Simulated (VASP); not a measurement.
Input of a VASP 6.6.1 run:

File INCAR:

```
SYSTEM = BAs
PREC = Accurate ; ENCUT = 500
EDIFF = 1E-6 ; ISMEAR = 0
SIGMA = 0.01 ; LREAL = .FALSE.
LASPH = .TRUE. ; NELM = 120
ALGO = Normal ; ISIF = 2
LWAVE = .FALSE. ; LCHARG = .FALSE.
GGA = PE ; NBANDS = 11
GGA_COMPAT = .FALSE.
```

KPOINTS

```
Automatic mesh
0
G
  8 8 8
  0 0 0
```

The input POSCAR:

```
BAs
1.0
    0.0000000000      2.4044796900      2.4044796900
    2.4044796900      0.0000000000      2.4044796900
    2.4044796900      2.4044796900      0.0000000000
B As
1 1
Direct
    0.0000000000      0.0000000000      0.0000000000
    0.2500000000      0.2500000000      0.2500000000
```

Potentials or basis: VASP PAW PBE potentials, release 64 (B, As).

Command:

```sh
$ cat potpaw_PBE.64/B/POTCAR potpaw_PBE.64/As/POTCAR > POTCAR
$ mpirun -np 1 vasp_std > vasp.out
```

Task: Predict the band gap on the k mesh.

Result: 1.21 eV, indirect (least direct gap 3.25 eV).

Task: Predict the pressure.

Result: 0.6 GPa.

A k mesh can miss the band edges.
